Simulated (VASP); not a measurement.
# Cu3N (Pm-3m) in VASP: single point with PBE

Aim: the single point of Cu3N with PBE.

All numbers are computed with VASP 6.6.1; they aren't measurements. Logs are shortened: lines on timing, memory, paths and dates and some standing lists are left out, and cuts for length are marked.

**1. The cell of the first run**

Symmetry: Pm-3m, No. 221, cubic system. Conventional cell: a = 3.902 Å, b = 3.902 Å, c = 3.902 Å, α = 90.00°, β = 90.00°, γ = 90.00°. Cu (site symmetry 4/mmm) has 2 N at 1.95 Å within 2.6 Å. Within 2.6 Å of N (site symmetry m-3m) lie 6 Cu at 1.95 Å.

**2. Single point, PBE (14.86 Å³/atom)**

The input, INCAR:

```
SYSTEM = Cu3N
PREC     = Accurate       ! precision mode
ENCUT    = 520            ! plane-wave cutoff, eV
EDIFF    = 1E-6           ! SCF threshold, eV
ISMEAR   = 0              ! smearing method
SIGMA    = 0.01           ! smearing width, eV
LREAL    = .FALSE.        ! projectors in reciprocal space
LASPH    = .TRUE.         ! aspherical terms in the spheres
NELM     = 100            ! most SCF steps
ALGO     = Fast           ! electronic algorithm
ISIF     = 2              ! what is computed and relaxed
LWAVE    = .FALSE.        ! write WAVECAR
LCHARG   = .TRUE.         ! write CHGCAR
GGA      = PE             ! functional
LELF     = .TRUE.         ! ELF
LVHAR    = .TRUE.       
NBANDS   = 27             ! bands
```

The input, KPOINTS:

```
Automatic mesh
0
G
  10 10 10
  0 0 0
```

The input, POSCAR:

```
Cu3N
1.0
    3.9023544290      0.0000000000      0.0000000000
    0.0000000000      3.9023544290      0.0000000000
    0.0000000000      0.0000000000      3.9023544290
Cu N
3 1
Direct
    0.5000000000      0.0000000000      0.0000000000
    0.0000000000      0.5000000000      0.0000000000
    0.0000000000      0.0000000000      0.5000000000
    0.0000000000      0.0000000000      0.0000000000
```

Potentials or basis: VASP PAW PBE potentials, release 64 (Cu, N).

Started as:

```
$ cat potpaw_PBE.64/Cu/POTCAR potpaw_PBE.64/N/POTCAR > POTCAR
$ mpirun -np 1 vasp_std > vasp.out
```

OUTCAR:

```text
SYSTEM = Cu3N
   PREC = Accurate
   ENCUT = 520
   EDIFF = 1E-6
   ISMEAR = 0
   LREAL = .FALSE.
   LASPH = .TRUE.
   NELM = 100
   ISIF = 2
   GGA = PE

 ion  position               nearest neighbor table
   1  0.500  0.000  0.000-   4 1.95   4 1.95   2 2.76   3 2.76   2 2.76   2 2.76   3 2.76   3 2.76
                             3 2.76   2 2.76
   2  0.000  0.500  0.000-   4 1.95   4 1.95   1 2.76   3 2.76   1 2.76   3 2.76   3 2.76   3 2.76
                             1 2.76   1 2.76
   3  0.000  0.000  0.500-   4 1.95   4 1.95   1 2.76   1 2.76   2 2.76   2 2.76   2 2.76   2 2.76
                             1 2.76   1 2.76
   4  0.000  0.000  0.000-   1 1.95   2 1.95   3 1.95   3 1.95   2 1.95   1 1.95

  LATTYP: Found a simple cubic cell.
 ALAT       =     3.9023544290

  Lattice vectors:

 A1 = (   3.9023544290,   0.0000000000,   0.0000000000)
 A2 = (   0.0000000000,   3.9023544290,   0.0000000000)
 A3 = (   0.0000000000,   0.0000000000,   3.9023544290)

Analysis of symmetry for initial positions (statically):
=====================================================================
 Subroutine PRICEL returns:
 Original cell was already a primitive cell.

 Routine SETGRP: Setting up the symmetry group for a
 simple cubic supercell.

 Subroutine GETGRP returns: Found 48 space group operations
 (whereof 48 operations were pure point group operations)
 out of a pool of 48 trial point group operations.

The static configuration has the point symmetry O_h .

Analysis of symmetry for dynamics (positions and initial velocities):
=====================================================================
 Subroutine PRICEL returns:
 Original cell was already a primitive cell.

 Routine SETGRP: Setting up the symmetry group for a
 simple cubic supercell.

 Subroutine GETGRP returns: Found 48 space group operations
 (whereof 48 operations were pure point group operations)
 out of a pool of 48 trial point group operations.

The dynamic configuration has the point symmetry O_h .

 Subroutine INISYM returns: Found 48 space group operations
 (whereof 48 operations are pure point group operations),
 and found     1 'primitive' translations

----------------------------------------------------------------------------------------

                                     Primitive cell

  volume of cell :      59.4265

  direct lattice vectors                    reciprocal lattice vectors
     3.902354429  0.000000000  0.000000000     0.256255555  0.000000000  0.000000000
     0.000000000  3.902354429  0.000000000     0.000000000  0.256255555  0.000000000
     0.000000000  0.000000000  3.902354429     0.000000000  0.000000000  0.256255555

  length of vectors
     3.902354429  3.902354429  3.902354429     0.256255555  0.256255555  0.256255555

  position of ions in fractional coordinates (direct lattice)
     0.500000000  0.000000000  0.000000000
     0.000000000  0.500000000  0.000000000
     0.000000000  0.000000000  0.500000000
     0.000000000  0.000000000  0.000000000

  ion indices of the primitive-cell ions
   primitive index   ion index
                 1           1
                 2           2
                 3           3
                 4           4

----------------------------------------------------------------------------------------

 KPOINTS: Automatic mesh

Automatic generation of k-mesh.
 Grid dimensions read from file:
 generate k-points for:   10   10   10

 Generating k-lattice:

  Cartesian coordinates                     Fractional coordinates (reciprocal lattice)
     0.025625555  0.000000000  0.000000000     0.100000000  0.000000000  0.000000000
     0.000000000  0.025625555  0.000000000     0.000000000  0.100000000  0.000000000
     0.000000000  0.000000000  0.025625555     0.000000000  0.000000000  0.100000000

  Length of vectors
     0.025625555  0.025625555  0.025625555

  Shift w.r.t. Gamma in fractional coordinates (k-lattice)
     0.000000000  0.000000000  0.000000000

 Subroutine IBZKPT returns following result:
 ===========================================

 Found     56 irreducible k-points:

 Following reciprocal coordinates:
            Coordinates               Weight
  0.000000  0.000000  0.000000      1.000000
  0.100000  0.000000  0.000000      6.000000
  0.200000  0.000000  0.000000      6.000000
  0.300000  0.000000  0.000000      6.000000
  0.400000  0.000000  0.000000      6.000000
  0.500000  0.000000  0.000000      3.000000
[... 16 lines left out ...]
  0.200000  0.100000  0.100000     24.000000
  0.300000  0.100000  0.100000     24.000000
 [... further k-points ...]
   k-points           NKPTS =     56   k-points in BZ     NKDIM =     56   number of bands    NBANDS=     27
   number of dos      NEDOS =    301   number of ions     NIONS =      4
   total plane-waves  NPLWV =  27000
   dimension x,y,z NGX =    30 NGY =   30 NGZ =   30
   dimension x,y,z NGXF=    60 NGYF=   60 NGZF=   60
   ions per type =               3   1
   NGX,Y,Z   is equivalent  to a cutoff of  12.78, 12.78, 12.78 a.u.
   NGXF,Y,Z  is equivalent  to a cutoff of  25.56, 25.56, 25.56 a.u.
 SYSTEM =  Cu3N
   PREC   = accura    normal or accurate (medium, high low for compatibility)
   ISTART =      0    job   : 0-new  1-cont  2-samecut
   ICHARG =      2    charge: 1-file 2-atom 10-const
   ISPIN  =      1    spin polarized calculation?
   LNONCOLLINEAR =      F non collinear calculations
   LSORBIT =      F    spin-orbit coupling
   LASPH  =      T    aspherical Exc in radial PAW
   ENCUT  =  520.0 eV  38.22 Ry    6.18 a.u.   7.26  7.26  7.26*2*pi/ulx,y,z
   NELM   =    100;   NELMIN=  2; NELMDL= -5     # of ELM steps
   EDIFF  = 0.1E-05   stopping-criterion for ELM
   LREAL  =      F    real-space projection
   EDIFFG = 0.1E-04   stopping-criterion for IOM
   NSW    =      0    number of steps for IOM
   IBRION =     -1    ionic relax: 0-MD 1-quasi-New 2-CG
   NFREE  =      0    steps in history (QN), initial steepest desc. (CG)
   ISIF   =      2    stress and relaxation
   ISYM   =      2    0-nonsym 1-usesym 2-fastsym
   POTIM  = 0.5000    time-step for ionic-motion
   TEBEG  =    0.0;   TEEND  =   0.0 temperature during run
   PSTRESS=    0.0 pullay stress
   NELECT =      38.0000    total number of electrons
   NUPDOWN=      -1.0000    fix difference up-down
   EMIN   =  10.00;   EMAX   =-10.00  energy-range for DOS
   EFERMI =   0.00;   METHOD = LEGACY
   ISMEAR =     0;   SIGMA  =   0.01  broadening in eV -4-tet -1-fermi 0-gaus
   EFERMI_NEDOS =   21; number of points for ismear=-14 and -15
   IALGO  =     68    algorithm
   IMIX   =      4    mixing-type and parameters
     AMIX     =   0.40;   BMIX     =  1.00
     AMIX_MAG =   1.60;   BMIX_MAG =  1.00
  volume/ion in A,a.u.               =      14.86       100.26
  Fermi-wavevector in a.u.,A,eV,Ry     =   1.410401  2.665272 27.065136  1.989231
  Thomas-Fermi vector in A             =   2.532359
   LORBIT       =      0    0 simple, 1 ext, 2 COOP (PROOUT), +10 PAW based schemes
   GGA     = PE    functional components
   LHFCALC =     F    Hartree Fock is set to
   AEXX    =    0.0000 exact exchange contribution
   IVDW    =     0    specifies the selected vdW correction
   LEPSILON=     F    determine dielectric tensor
   LRPA    =     F    only Hartree local field effects (RPA)
 non-spin polarized calculation
 RMM-DIIS sequential band-by-band and
 Gauss-broadening in eV      SIGMA  =   0.01
  energy-cutoff  :      520.00
  volume of cell :       59.43
 maximum number of plane-waves:      1628
 NGX is ok and might be reduce to    30
   NGX = 15   NGY = 15   NGZ = 15

 number of electron      38.0000008 magnetization

 Free energy of the ion-electron system (eV)
  ---------------------------------------------------
  ext. energy  EPLUGINS =         0.00000000
  ---------------------------------------------------
  free energy    TOTEN  =       -18.33737346 eV

  energy without entropy =      -18.33737346  energy(sigma->0) =      -18.33737346

 E-fermi :   4.3026     XC(G=0): -10.4366

 val. band max:        4.1876724061   @ k =   0.5000   0.5000   0.5000
 cond. band min:       4.6190579677   @ k =   0.5000   0.5000   0.0000
 fundamental gap:      0.4313855616
 Fermi energy:         4.3025594165

 k-point     1 :       0.0000    0.0000    0.0000
  band No.  band energies     occupation
      1     -12.0017      2.00000
      2      -0.5980      2.00000
      3      -0.1661      2.00000
      4      -0.1661      2.00000
      5      -0.1661      2.00000
      6       0.7230      2.00000
[... 19 lines left out ...]
     26      16.0083      0.00000
     27      16.3438      0.00000

 k-point     2 :       0.1000    0.0000    0.0000
  band No.  band energies     occupation
      1     -11.9697      2.00000
      2      -0.7517      2.00000
      3      -0.2955      2.00000
      4      -0.2677      2.00000
      5      -0.2677      2.00000
      6       0.7324      2.00000
[... 19 lines left out ...]
     26      15.4191      0.00000
     27      15.5818      0.00000

 k-point     3 :       0.2000    0.0000    0.0000
  band No.  band energies     occupation
      1     -11.8832      2.00000
      2      -1.3874      2.00000
      3      -0.4668      2.00000
      4      -0.4668      2.00000
      5      -0.1705      2.00000
      6       0.7576      2.00000
[... 19 lines left out ...]
     26      14.2441      0.00000
     27      14.7371      0.00000

 k-point     4 :       0.3000    0.0000    0.0000
  band No.  band energies     occupation
      1     -11.7710      2.00000
      2      -2.0634      2.00000
      3      -0.6503      2.00000
      4      -0.6503      2.00000
      5       0.1228      2.00000
      6       0.7903      2.00000
[... 19 lines left out ...]
     26      13.3073      0.00000
     27      13.9456      0.00000
[... 516 lines left out ...]
      4      -0.6765      2.00000
      5      -0.1251      2.00000
      6       0.8483      2.00000
[... 19 lines left out ...]
     26      14.3305      0.00000
     27      14.3305      0.00000

 k-point    23 :       0.2000    0.1000    0.1000
  band No.  band energies     occupation
      1     -11.8186      2.00000
      2      -1.4311      2.00000
      3      -0.8731      2.00000
      4      -0.8205      2.00000
      5       0.0151      2.00000
      6       0.8722      2.00000
[... 19 lines left out ...]
     26      13.3359      0.00000
     27      13.9131      0.00000

 k-point    24 :       0.3000    0.1000    0.1000
  band No.  band energies     occupation
      1     -11.7061      2.00000
      2      -2.0902      2.00000
      3      -0.9807      2.00000
      4      -0.9667      2.00000
      5       0.2751      2.00000
      6       0.9105      2.00000
[... 19 lines left out ...]
     26      13.1191      0.00000
     27      14.0866      0.00000

 [... further k-points ...]
[... 5 lines left out ...]
  --------------------------------------------------------------------------------------
  -------------------------------------------------------------------------------------
  Total       -2.0796531     -2.0796531     -2.0796531     -0.0000000     -0.0000000      0.0000000
  in kB      -56.0688116    -56.0688116    -56.0688116     -0.0000000     -0.0000000      0.0000000
  external PRESSURE =     -56.0688116 kB  Pullay stress =       0.0000000 kB

 VOLUME and BASIS-vectors are now :
 -----------------------------------------------------------------------------
  energy-cutoff  :      520.00
  volume of cell :       59.43
      direct lattice vectors                 reciprocal lattice vectors
     3.902354429  0.000000000  0.000000000     0.256255555  0.000000000  0.000000000
     0.000000000  3.902354429  0.000000000     0.000000000  0.256255555  0.000000000
     0.000000000  0.000000000  3.902354429     0.000000000  0.000000000  0.256255555

 POSITION                                       TOTAL-FORCE (eV/Angst)
 -----------------------------------------------------------------------------------
      1.95118      0.00000      0.00000         0.000000      0.000000      0.000000
      0.00000      1.95118      0.00000         0.000000      0.000000      0.000000
      0.00000      0.00000      1.95118         0.000000      0.000000      0.000000
      0.00000      0.00000      0.00000         0.000000      0.000000      0.000000
 -----------------------------------------------------------------------------------
    total drift:                                0.000000      0.000000      0.000000

  FREE ENERGIE OF THE ION-ELECTRON SYSTEM (eV)
  ---------------------------------------------------
  free  energy   TOTEN  =       -18.3373734574 eV

  energy  without entropy=      -18.3373734574  energy(sigma->0) =      -18.33737346
```

Run time: 68 s. Hardware: 1 thread of Intel Xeon Platinum 8488C (Sapphire Rapids), shared host; peak memory 0.2 GiB.

What came out:

```
Free energy            : -18.3374 eV
Pressure               : -5.6 GPa
Band gap on the k mesh : 0.43 eV (least direct gap 0.94 eV)
```

Levels at points of the mesh, in eV from the valence-band top:
```csv
k point,band 17,band 18,band 19,band 20,band 21,band 22
"(0.00, 0.00, 0.00)",-1.65,-1.65,-1.62,0.81,5.02,5.02
"(0.50, 0.00, 0.00)",-1.65,-1.26,-1.26,1.39,3.27,6.36
"(0.50, 0.50, 0.00)",-0.96,-0.96,-0.60,0.43,3.30,4.68
"(0.50, 0.50, 0.50)",0.00,0.00,0.00,1.06,1.06,1.06
```

Caveat: the cell stands under tension. A k mesh can miss the band edges.
